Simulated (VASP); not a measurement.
Ti: single point with LDA

The system is Ti.

```
Ti
1.0
     4.60000    0.00000    0.00000
    -2.30000    3.98372    0.00000
     0.00000    0.00000    2.82000
Ti
3
Direct
  0.00000 0.00000 0.00000
  0.33333 0.66667 0.50000
  0.66667 0.33333 0.50000
```

```json
{
 "Program": "VASP 6.6.1",
 "Task": "single point",
 "Functional": "LDA",
 "Potentials or basis": "VASP PAW LDA potentials, release 64 (Ti_sv)",
 "Cutoff": "520 eV",
 "k mesh": "7 × 7 × 10",
 "Occupations": "fermi-dirac, width 0.05 eV",
 "Spin": "no spin polarisation",
 "Dipole correction": "no",
 "Further INCAR settings": "ALGO = Normal; EDIFF = 1e-06; NBANDS = 25"
}
```

```json
{
  "Pressure": "-9.2 GPa",
  "Band gap on the k mesh": "zero (band 18 reaches 8.20 eV, above the bottom of band 19 at 7.97 eV)"
}
```

Stress tensor (GPa, compression positive):
```
-9.92  0.00  0.00
 0.00 -9.92  0.00
 0.00  0.00 -7.82
```

Levels at points of the mesh, in eV from the Fermi level:
```tsv
k point	band 16	band 17	band 18	band 19	band 20	band 21
(0.00, 0.00, 0.00)	-0.69	-0.58	-0.58	-0.09	0.60	1.25
(0.00, 0.00, 0.50)	-1.60	-1.58	-1.58	1.01	1.01	1.23
```

Run time: 23 s on 1 thread of Intel(R) Xeon(R) 6975P-C (Granite Rapids), with other jobs on the host, peak memory 0.17 GiB.
